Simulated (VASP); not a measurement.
A run of VASP 6.6.1:

Contents of INCAR:

```
SYSTEM = SiO2
ALGO = Normal
EDIFF = 1E-8
ENCUT = 520
GGA = PE
ISIF = 2
ISMEAR = -1
LASPH = .True.
LCHARG = .False.
LEFG = .True.
LREAL = Auto
LUSENCCL = .False.
LWAVE = .False.
NBANDS = 120
NELM = 80
PREC = Accurate
SIGMA = 0.02
```

The input KPOINTS:

```
k-points
0
Gamma
  4 4 4
  0 0 0
```

File POSCAR:

```
SiO2
1.0
   -5.0654257622      5.0654257622      5.0654257622
    5.0654257622     -5.0654257622      5.0654257622
    5.0654257622      5.0654257622     -5.0654257622
Si O
12 24
Direct
    0.1250000000      0.7500000000      0.8750000000
    0.7500000000      0.3750000000      0.6250000000
    0.6250000000      0.3750000000      0.2500000000
    0.7500000000      0.8750000000      0.1250000000
    0.1250000000      0.8750000000      0.2500000000
    0.2500000000      0.1250000000      0.8750000000
    0.8750000000      0.1250000000      0.7500000000
    0.3750000000      0.6250000000      0.7500000000
    0.3750000000      0.2500000000      0.6250000000
    0.8750000000      0.2500000000      0.1250000000
    0.2500000000      0.6250000000      0.3750000000
    0.6250000000      0.7500000000      0.3750000000
    0.3145468600      0.4072734300      0.6572734300
    0.3427265700      0.6854531400      0.5927265700
    0.2500000000      0.6572734300      0.8427265700
    0.4072734300      0.2500000000      0.0927265700
    0.1572734300      0.9072734300      0.8145468600
    0.2500000000      0.0927265700      0.4072734300
    0.5927265700      0.3427265700      0.6854531400
    0.1572734300      0.7500000000      0.3427265700
    0.9072734300      0.8145468600      0.1572734300
    0.4072734300      0.6572734300      0.3145468600
    0.7500000000      0.3427265700      0.1572734300
    0.5927265700      0.7500000000      0.9072734300
    0.6572734300      0.8427265700      0.2500000000
    0.3427265700      0.1572734300      0.7500000000
    0.9072734300      0.5927265700      0.7500000000
    0.6572734300      0.3145468600      0.4072734300
    0.0927265700      0.4072734300      0.2500000000
    0.0927265700      0.1854531400      0.8427265700
    0.7500000000      0.9072734300      0.5927265700
    0.8427265700      0.2500000000      0.6572734300
    0.1854531400      0.8427265700      0.0927265700
    0.8145468600      0.1572734300      0.9072734300
    0.8427265700      0.0927265700      0.1854531400
    0.6854531400      0.5927265700      0.3427265700
```

Potentials or basis: VASP PAW PBE potentials, release 64 (Si, O).

Command:

```bash
$ cat potpaw_PBE.64/Si/POTCAR potpaw_PBE.64/O/POTCAR > POTCAR
$ mpirun -np 1 vasp_std > vasp.out
```

Hardware: 1 × NVIDIA H100 80GB with 1 thread of AMD EPYC 7R13 Processor (Zen 3), on a shared host.

**Question.** How long does it take, and how much memory?

**Answer.** Run time: 2 min on 1 × NVIDIA H100 80GB with 1 thread of AMD EPYC 7R13 Processor (Zen 3), with other jobs on the host, peak memory 1.7 GiB. Counts: scf iterations 18, k points 8.
